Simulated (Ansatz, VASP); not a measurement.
# Two plane-wave programs on Al2Ru

```xyz
6
Lattice="0.0000 3.8494 4.2320 2.2681 0.0000 4.2320 2.2681 3.8494 0.0000" Properties=species:S:1:pos:R:3 pbc="T T T"
Al    1.1340    0.6074    2.1160
Al    1.1340    3.2420    2.1160
Al    2.2681    1.3173    4.2320
Al    2.2681    6.3816    4.2320
Ru    3.4021    5.7741    6.3479
Ru    2.2681    3.8494    4.2320
```

Change from the starting cell: volume 12.316 Å^3 an atom, stretch along a over the lengths across it, relative to the relaxed cell 1.0000.

Alike in both runs: task single point; functional LDA; k mesh 10 × 10 × 10; occupations gaussian, width 0.03 eV; no spin polarisation.

|  | VASP | Ansatz |
| --- | --- | --- |
| version | VASP 6.6.1 | Ansatz 0.2.0 |
| potentials or method | VASP PAW LDA potentials, release 64 (Al, Ru_pv), cutoff 520 eV | scalar-relativistic, plane waves, PAW |
| valence electrons in the cell | 40 | 44 |

```tsv
	VASP	Ansatz	Ansatz less VASP
gap on the k mesh at the Fermi level (eV)	0.10	0.10	+0.002
least direct gap on the mesh (eV)	1.41	1.41	-0.002
pressure (GPa)	19.7	19.0	-0.69
traceless stress, the component that is largest in VASP (GPa)	-1.67	-1.59	+0.078
rms of the force components (eV/Å)	0.067	0.063	-0.0038
```

Ansatz warns that its potentials were made for another functional, while VASP's fit it. LDA's correlation is that of Perdew and Zunger in VASP and of Perdew and Wang (1992) in Ansatz. Atom by atom the forces differ by 0.004 eV/Å (rms over components). VASP's potentials hold 40 valence electrons a cell and Ansatz's 44, so a difference there can come from the potentials and not from the codes.
